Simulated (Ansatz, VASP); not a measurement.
## C: VASP beside Ansatz

```
CELL_PARAMETERS angstrom
2.42004 -0.05985 0.01249
-1.26185 2.16080 -0.02952
0.04334 -0.09328 8.36812
ATOMIC_POSITIONS crystal
C 0.32747 0.65034 0.00022
C 0.65380 0.32071 0.99771
```

Alike in both runs: task single point; functional r2SCAN; k mesh 9 × 9 × 3; occupations fermi-dirac, width 0.15 eV; no spin polarisation.

```csv
,VASP,Ansatz
version,VASP 6.6.1,Ansatz 0.2.0
potentials or method,"VASP PAW PBE potentials, release 64 (C), cutoff 520 eV","plane waves, PAW"
valence electrons in the cell,8,8
```

|  | VASP | Ansatz | Ansatz less VASP |
| --- | --- | --- | --- |
| rms of the force components (eV/Å) | 0.589 | 0.593 | +0.0044 |

VASP's potentials were made for PBE, not for r2SCAN. Atom by atom the forces differ by 0.009 eV/Å (rms over components). With one functional, cell and mesh, what is left measures potentials, basis and numerics. Ansatz's warnings: stress scf threshold loose.
